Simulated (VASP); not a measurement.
# Fe (Fmmm) in VASP: a series of runs, part 2 of 3

VASP 6.6.1. The steps go on from the part before.

### Step 3. Electric field gradients, LDA, collinear spin, ferromagnetic start (volume scaled by 1.06)

INCAR

```
ALGO = Normal ; EDIFF = 1E-8
ENCUT = 520 ; GGA = CA
ISIF = 2 ; ISMEAR = -1
ISPIN = 2 ; LASPH = True
LCHARG = False ; LEFG = True
LMAXMIX = 4 ; LORBIT = 11
LREAL = False ; LWAVE = False
MAGMOM = 3 ; NBANDS = 14
NELM = 150 ; PREC = Accurate
SIGMA = 0.05
```

KPOINTS

```
k-points
0
Gamma
  16 16 16
```

POSCAR

```
Fe
1.0
    0.0000000000      1.9798226863      2.0036464209
    1.5278283418      0.0000000000      2.0036464209
    1.5278283418      1.9798226863      0.0000000000
Fe
1
Direct
    0.0000000000      0.0000000000      0.0000000000
```

Potentials or basis: VASP PAW LDA potentials, release 64 (Fe).

On the command line:

```bash
cat potpaw_LDA.64/Fe/POTCAR > POTCAR
mpirun -np 1 vasp_std > vasp.out
```

OUTCAR:

```text
EDIFF = 1E-8
   ENCUT = 520
   GGA = CA
   ISIF = 2
   ISMEAR = -1
   ISPIN = 2
   LASPH = True
   LORBIT = 11
   LREAL = False
   NELM = 150
   PREC = Accurate

 ion  position               nearest neighbor table
   1  0.000  0.000  0.000-

  LATTYP: Found a face centered orthorhombic cell.
 ALAT       =     3.0556566836
 B/A-ratio  =     1.2958410524
 C/A-ratio  =     1.3114342535

  Lattice vectors:

 A1 = (   0.0000000000,   1.9798226863,   2.0036464209)
 A2 = (   1.5278283418,   0.0000000000,   2.0036464209)
 A3 = (   1.5278283418,   1.9798226863,   0.0000000000)

Analysis of symmetry for initial positions (statically):
=====================================================================
 Subroutine PRICEL returns:
 Original cell was already a primitive cell.

 Routine SETGRP: Setting up the symmetry group for a
 face centered orthorhombic supercell.

 Subroutine GETGRP returns: Found  8 space group operations
 (whereof  8 operations were pure point group operations)
[... 1023 lines left out ...]
     1.527828342  0.000000000  2.003646421     0.327261896 -0.252547869  0.249545027
     1.527828342  1.979822686  0.000000000     0.327261896  0.252547869 -0.249545027

 POSITION                                       TOTAL-FORCE (eV/Angst)
 -----------------------------------------------------------------------------------
      0.00000      0.00000      0.00000        -0.000000      0.000000      0.000000
 -----------------------------------------------------------------------------------
    total drift:                                0.000000      0.000000      0.000000

  FREE ENERGIE OF THE ION-ELECTRON SYSTEM (eV)
  ---------------------------------------------------
  free  energy   TOTEN  =        -9.0401640946 eV

  energy  without entropy=       -9.0302279662  energy(sigma->0) =       -9.03519603

 Electric field gradients (V/A^2)
---------------------------------------------------------------------
 ion       V_xx      V_yy      V_zz      V_xy      V_xz      V_yz
---------------------------------------------------------------------
   1       6.117    -3.176    -2.941    -0.001    -0.001     0.002
---------------------------------------------------------------------

 Electric field gradients after diagonalization (V/A^2)
 (convention: |V_zz| > |V_xx| > |V_yy|)
----------------------------------------------------------------------
 ion       V_xx      V_yy      V_zz     asymmetry (V_yy - V_xx)/ V_zz
----------------------------------------------------------------------
   1      -3.176    -2.941     6.117       0.038
----------------------------------------------------------------------

           NMR quadrupolar parameters

 Cq : quadrupolar parameter    Cq=e*Q*V_zz/h
 eta: asymmetry parameters     (V_yy - V_xx)/ V_zz
 Q  : nuclear electric quadrupole moment in mb (millibarn)
----------------------------------------------------------------------
 ion       Cq(MHz)       eta       Q (mb)
----------------------------------------------------------------------
   1       0.015       0.038       1.000
----------------------------------------------------------------------

 total charge

# of ion       s       p       d       tot
------------------------------------------
    1        0.463   0.479   6.214   7.156

 magnetization (x)

# of ion       s       p       d       tot
------------------------------------------
    1       -0.011  -0.032   2.283   2.239
```

OSZICAR:

```text
N       E                     dE             d eps       ncg     rms          rms(c)
DAV:   1     0.207124149602E+02    0.20712E+02   -0.37726E+03 38070   0.703E+02
DAV:   2    -0.919781452892E+01   -0.29910E+02   -0.27341E+02 37596   0.127E+02
DAV:   3    -0.101599163150E+02   -0.96210E+00   -0.94920E+00 42570   0.237E+01
DAV:   4    -0.101636641758E+02   -0.37479E-02   -0.37475E-02 40152   0.132E+00
DAV:   5    -0.101636868040E+02   -0.22628E-04   -0.22629E-04 42916   0.106E-01    0.110E+01
DAV:   6    -0.919421229234E+01    0.96947E+00   -0.12093E+01 43668   0.414E+01    0.671E+00
DAV:   7    -0.905716282837E+01    0.13705E+00   -0.11049E+00 43116   0.120E+01    0.341E+00
DAV:   8    -0.904853284566E+01    0.86300E-02   -0.44314E-03 39312   0.398E-01    0.119E+00
DAV:   9    -0.904050282924E+01    0.80300E-02   -0.57237E-03 49282   0.359E-01    0.306E-01
DAV:  10    -0.904014708608E+01    0.35574E-03   -0.17751E-04 43908   0.188E-01    0.709E-02
DAV:  11    -0.904016228813E+01   -0.15202E-04   -0.10703E-04 43060   0.788E-02    0.351E-02
DAV:  12    -0.904016302841E+01   -0.74027E-06   -0.14948E-06 41202   0.147E-02    0.143E-02
DAV:  13    -0.904016454463E+01   -0.15162E-05   -0.94503E-07 44476   0.621E-03    0.919E-03
DAV:  14    -0.904016416985E+01    0.37478E-06   -0.19353E-07 42726   0.393E-03    0.334E-03
DAV:  15    -0.904016409630E+01    0.73554E-07   -0.64740E-09 23532   0.801E-04    0.468E-04
DAV:  16    -0.904016409460E+01    0.16954E-08   -0.12656E-09 18936   0.251E-04
   1 F= -.90401641E+01 E0= -.90351960E+01  d E =-.993613E-02  mag=     2.2602
```

stdout:

```text
POSCAR found type information on POSCAR Fe
 POSCAR found :  1 types and       1 ions
 scaLAPACK will be used
 LDA part: xc-table for (Slater(with rela. corr.)+CA(PZ))
 , standard interpolation
 POSCAR, INCAR and KPOINTS ok, starting setup
 FFT: planning ... GRIDC
 FFT: planning ... GRID_SOFT
 FFT: planning ... GRID
 WAVECAR not read
 entering main loop
ion   1
```

It took 4.2 min on 1 thread of Intel Xeon 8259CL, shared host; peak memory 0.26 GiB.

What came out:

```yaml
Free_energy: -9.0402 eV
Pressure: -25.9 GPa
Net_moment: 2.26 μB per cell
Site_moments: Fe +2.24 μB
Valence_electrons_inside_the_program's_atomic_spheres: Fe 7.16
```

Electric field gradients, principal values (V/Å²):
```csv
atom,least,middle,greatest (by size)
1 Fe,-2.941,-3.176,6.117
```

Caveat: without QUAD_EFG the Cq values of the log hold for a quadrupole moment of 1 mb, not for the nuclei.

### Step 4. Electric field gradients, LDA, collinear spin, ferromagnetic start (volume scaled by 1.06)

INCAR

```
SYSTEM = Fe
PREC = Accurate
ENCUT = 520
EDIFF = 1E-8
ISMEAR = -1
SIGMA = 0.05
LREAL = .False.
LASPH = .True.
NELM = 150
ALGO = Normal
ISIF = 2
LWAVE = .False.
LCHARG = .False.
ISPIN = 2
MAGMOM = 3
LORBIT = 11
LMAXMIX = 4
GGA = CA
LEFG = .True.
NBANDS = 14
```

KPOINTS

```
regular mesh
0
Gamma
  16 16 16
  0 0 0
```

POSCAR is that of step 3.

Potentials or basis: VASP PAW LDA potentials, release 64 (Fe).

On the command line:

```bash
cat potpaw_LDA.64/Fe/POTCAR > POTCAR
mpirun -np 1 vasp_std > vasp.out
```

OUTCAR:

```text
SYSTEM = Fe
   PREC = Accurate
   ENCUT = 520
   EDIFF = 1E-8
   ISMEAR = -1
   LREAL = .False.
   LASPH = .True.
   NELM = 150
   ISIF = 2
   ISPIN = 2
   LORBIT = 11
   GGA = CA

 ion  position               nearest neighbor table
   1  0.000  0.000  0.000-

  LATTYP: Found a face centered orthorhombic cell.
 ALAT       =     3.0556566836
 B/A-ratio  =     1.2958410524
 C/A-ratio  =     1.3114342535

  Lattice vectors:

 A1 = (   0.0000000000,   1.9798226863,   2.0036464209)
 A2 = (   1.5278283418,   0.0000000000,   2.0036464209)
 A3 = (   1.5278283418,   1.9798226863,   0.0000000000)

Analysis of symmetry for initial positions (statically):
=====================================================================
 Subroutine PRICEL returns:
 Original cell was already a primitive cell.

 Routine SETGRP: Setting up the symmetry group for a
 face centered orthorhombic supercell.

 Subroutine GETGRP returns: Found  8 space group operations
 (whereof  8 operations were pure point group operations)
 out of a pool of  8 trial point group operations.

The static configuration has the point symmetry D_2h.

Analysis of symmetry for dynamics (positions and initial velocities):
=====================================================================
 Subroutine PRICEL returns:
 Original cell was already a primitive cell.

 Routine SETGRP: Setting up the symmetry group for a
 face centered orthorhombic supercell.

 Subroutine GETGRP returns: Found  8 space group operations
 (whereof  8 operations were pure point group operations)
 out of a pool of  8 trial point group operations.

The dynamic configuration has the point symmetry D_2h.

Analysis of structural, dynamic, and magnetic symmetry:
=====================================================================
 Subroutine PRICEL returns:
 Original cell was already a primitive cell.

 Routine SETGRP: Setting up the symmetry group for a
 face centered orthorhombic supercell.

 Subroutine GETGRP returns: Found  8 space group operations
 (whereof  8 operations were pure point group operations)
 out of a pool of  8 trial point group operations.

The overall configuration has the point symmetry D_2h.

 Subroutine INISYM returns: Found  8 space group operations
 (whereof  8 operations are pure point group operations),
 and found     1 'primitive' translations

----------------------------------------------------------------------------------------

                                     Primitive cell

  volume of cell :      12.1214

  direct lattice vectors                    reciprocal lattice vectors
     0.000000000  1.979822686  2.003646421    -0.327261896  0.252547869  0.249545027
     1.527828342  0.000000000  2.003646421     0.327261896 -0.252547869  0.249545027
     1.527828342  1.979822686  0.000000000     0.327261896  0.252547869 -0.249545027

  length of vectors
     2.816788393  2.519694113  2.500791337     0.482859705  0.482859705  0.482859705

  position of ions in fractional coordinates (direct lattice)
     0.000000000  0.000000000  0.000000000

  ion indices of the primitive-cell ions
   primitive index   ion index
                 1           1

[... 120 lines left out ...]

 val. band max:        5.0234889613   @ k =   0.1250  -0.4375   0.0625
 cond. band min:       5.0247785185   @ k =   0.2500  -0.1250   0.1875
 fundamental gap:      0.0012895573
 Fermi energy:         5.0245276211

 spin component 1

 k-point     1 :       0.0000    0.0000    0.0000
  band No.  band energies     occupation
      1      -3.1324      1.00000
      2       2.7097      1.00000
      3       2.8013      1.00000
      4       3.1240      1.00000
      5       3.8573      1.00000
      6       4.2316      1.00000
      7      28.2190      0.00000
      8      29.6245      0.00000
      9      29.8569      0.00000
     10      33.5012      0.00000
     11      34.3071      0.00000
     12      34.5959      0.00000
     13      34.9861      0.00000
     14      35.0552      0.00000
[... 379 lines left out ...]
      3       2.7656      1.00000
      4       3.2425      1.00000
      5       3.7651      1.00000
      6       4.1949      1.00000
      7      26.2936      0.00000
      8      27.8073      0.00000
      9      29.3807      0.00000
     10      32.2771      0.00000
     11      32.7499      0.00000
     12      34.4071      0.00000
     13      34.8786      0.00000
     14      36.6408      0.00000

 [... further k-points ...]

 spin component 2

 k-point     1 :       0.0000    0.0000    0.0000
  band No.  band energies     occupation
      1      -2.7520      1.00000
      2       4.5241      0.99995
      3       4.6488      0.99946
      4       5.0764      0.26171
      5       6.1054      0.00000
      6       6.6211      0.00000
      7      28.3569      0.00000
      8      29.7925      0.00000
      9      30.0472      0.00000
     10      34.0611      0.00000
     11      34.9479      0.00000
     12      35.1456      0.00000
     13      35.8274      0.00000
     14      35.9007      0.00000
[... 379 lines left out ...]
      3       4.5951      0.99981
      4       5.1931      0.03321
      5       5.9869      0.00000
      6       6.5790      0.00000
      7      26.7133      0.00000
      8      28.2491      0.00000
      9      29.6116      0.00000
     10      32.8758      0.00000
     11      33.3914      0.00000
     12      35.1129      0.00000
     13      35.3598      0.00000
     14      37.4223      0.00000

 [... further k-points ...]

------------------------ aborting loop because EDIFF is reached ----------------------------------------

  FORCE on cell =-STRESS in cart. coord.  units (eV):
  Direction    XX          YY          ZZ          XY          YZ          ZX
  --------------------------------------------------------------------------------------
  -------------------------------------------------------------------------------------
  Total       -2.2998789     -1.7445592     -1.8397315      0.0000000      0.0000000      0.0000000
  in kB     -303.9930221   -230.5920661   -243.1717313      0.0000000      0.0000000      0.0000000
  external PRESSURE =    -259.2522732 kB  Pullay stress =       0.0000000 kB

 VOLUME and BASIS-vectors are now :
 -----------------------------------------------------------------------------
  energy-cutoff  :      520.00
  volume of cell :       12.12
      direct lattice vectors                 reciprocal lattice vectors
     0.000000000  1.979822686  2.003646421    -0.327261896  0.252547869  0.249545027
     1.527828342  0.000000000  2.003646421     0.327261896 -0.252547869  0.249545027
     1.527828342  1.979822686  0.000000000     0.327261896  0.252547869 -0.249545027

 POSITION                                       TOTAL-FORCE (eV/Angst)
 -----------------------------------------------------------------------------------
      0.00000      0.00000      0.00000        -0.000000      0.000000      0.000000
 -----------------------------------------------------------------------------------
    total drift:                                0.000000      0.000000      0.000000

  FREE ENERGIE OF THE ION-ELECTRON SYSTEM (eV)
  ---------------------------------------------------
  free  energy   TOTEN  =        -9.0401640946 eV

  energy  without entropy=       -9.0302279662  energy(sigma->0) =       -9.03519603

 Electric field gradients (V/A^2)
---------------------------------------------------------------------
 ion       V_xx      V_yy      V_zz      V_xy      V_xz      V_yz
---------------------------------------------------------------------
   1       6.117    -3.176    -2.941    -0.001    -0.001     0.002
---------------------------------------------------------------------

 Electric field gradients after diagonalization (V/A^2)
 (convention: |V_zz| > |V_xx| > |V_yy|)
----------------------------------------------------------------------
 ion       V_xx      V_yy      V_zz     asymmetry (V_yy - V_xx)/ V_zz
----------------------------------------------------------------------
   1      -3.176    -2.941     6.117       0.038
----------------------------------------------------------------------

           NMR quadrupolar parameters

 Cq : quadrupolar parameter    Cq=e*Q*V_zz/h
 eta: asymmetry parameters     (V_yy - V_xx)/ V_zz
 Q  : nuclear electric quadrupole moment in mb (millibarn)
----------------------------------------------------------------------
 ion       Cq(MHz)       eta       Q (mb)
----------------------------------------------------------------------
   1       0.015       0.038       1.000
----------------------------------------------------------------------

 total charge

# of ion       s       p       d       tot
------------------------------------------
    1        0.463   0.479   6.214   7.156

 magnetization (x)

# of ion       s       p       d       tot
------------------------------------------
    1       -0.011  -0.032   2.283   2.239
```

OSZICAR:

```text
N       E                     dE             d eps       ncg     rms          rms(c)
DAV:   1     0.207124149602E+02    0.20712E+02   -0.37726E+03 38070   0.703E+02
DAV:   2    -0.919781452892E+01   -0.29910E+02   -0.27341E+02 37596   0.127E+02
DAV:   3    -0.101599163150E+02   -0.96210E+00   -0.94920E+00 42570   0.237E+01
DAV:   4    -0.101636641758E+02   -0.37479E-02   -0.37475E-02 40152   0.132E+00
DAV:   5    -0.101636868040E+02   -0.22628E-04   -0.22629E-04 42916   0.106E-01    0.110E+01
DAV:   6    -0.919421229234E+01    0.96947E+00   -0.12093E+01 43668   0.414E+01    0.671E+00
DAV:   7    -0.905716282837E+01    0.13705E+00   -0.11049E+00 43116   0.120E+01    0.341E+00
DAV:   8    -0.904853284566E+01    0.86300E-02   -0.44314E-03 39312   0.398E-01    0.119E+00
DAV:   9    -0.904050282924E+01    0.80300E-02   -0.57237E-03 49282   0.359E-01    0.306E-01
DAV:  10    -0.904014708608E+01    0.35574E-03   -0.17751E-04 43908   0.188E-01    0.709E-02
DAV:  11    -0.904016228813E+01   -0.15202E-04   -0.10703E-04 43060   0.788E-02    0.351E-02
DAV:  12    -0.904016302841E+01   -0.74027E-06   -0.14948E-06 41202   0.147E-02    0.143E-02
DAV:  13    -0.904016454463E+01   -0.15162E-05   -0.94503E-07 44476   0.621E-03    0.919E-03
DAV:  14    -0.904016416985E+01    0.37478E-06   -0.19353E-07 42726   0.393E-03    0.334E-03
DAV:  15    -0.904016409630E+01    0.73554E-07   -0.64740E-09 23532   0.801E-04    0.468E-04
DAV:  16    -0.904016409460E+01    0.16954E-08   -0.12656E-09 18936   0.251E-04
   1 F= -.90401641E+01 E0= -.90351960E+01  d E =-.993613E-02  mag=     2.2602
```

stdout:

```text
POSCAR found type information on POSCAR Fe
 POSCAR found :  1 types and       1 ions
 scaLAPACK will be used
 LDA part: xc-table for (Slater(with rela. corr.)+CA(PZ))
 , standard interpolation
 POSCAR, INCAR and KPOINTS ok, starting setup
 FFT: planning ... GRIDC
 FFT: planning ... GRID_SOFT
 FFT: planning ... GRID
 WAVECAR not read
 entering main loop
ion   1
```

Wall time 4.2 min (1 thread of Intel Xeon 8259CL, shared host); peak memory 0.26 GiB.

Results:

```yaml
Free_energy: -9.0402 eV
Pressure: -25.9 GPa
Net_moment: 2.26 μB per cell
Site_moments: Fe +2.24 μB
Valence_electrons_inside_the_program's_atomic_spheres: Fe 7.16
```

Electric field gradients, principal values (V/Å²):
| atom | least | middle | greatest (by size) |
| --- | --- | --- | --- |
| 1 Fe | -2.941 | -3.176 | 6.117 |

Caveat: without QUAD_EFG the Cq values of the log hold for a quadrupole moment of 1 mb, not for the nuclei.

[end of part 2 of 3]
